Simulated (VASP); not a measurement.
Write the native input for VASP 6.6.1 that does the following.

```yaml
Task: single point
Functional: PBE
Potentials_or_basis: VASP PAW PBE potentials, release 64 (Ag)
Cutoff: 500 eV
k_mesh: 14 × 14 × 14
Occupations: gaussian, width 0.15 eV
Spin: no spin polarisation
Dipole_correction: no
Further_INCAR_settings: ALGO = Normal; EDIFF = 1e-06; NBANDS = 12
```

The structure of Ag lies in POSCAR:

```
Ag
1.0
    0.0601361088      1.9191023775      2.0598624468
    2.0767778690     -0.3567166970      2.4767152527
    1.6911398387      1.9503171531      0.0289213332
Ag
1
Direct
    0.0000000000      0.0000000000      0.0000000000
```

These files were run (other wordings do the same):

INCAR

```
SYSTEM = Ag
PREC = Accurate ; ENCUT = 500
EDIFF = 1E-6 ; ISMEAR = 0
SIGMA = 0.15 ; LREAL = .False.
LASPH = .True. ; NELM = 120
ALGO = Normal ; ISIF = 2
LWAVE = .False. ; LCHARG = .False.
GGA = PE ; NBANDS = 12
GGA_COMPAT = .False.
```

KPOINTS

```
regular mesh
0
Gamma
  14 14 14
  0 0 0
```

Potentials or basis: VASP PAW PBE potentials, release 64 (Ag).

The run is started by

```console
$ cat potpaw_PBE.64/Ag/POTCAR > POTCAR
$ mpirun -np 1 vasp_std > vasp.out
```

Results of the run:

```
Pressure               : 15.3 GPa
Band gap on the k mesh : zero (an odd number of electrons rules out a gap without spin polarisation)
```

Caveat: the cell stands under pressure.

Run time: 2 min on 1 thread of Intel(R) Xeon(R) Platinum 8488C (Sapphire Rapids), on a shared host, peak memory 0.36 GiB.
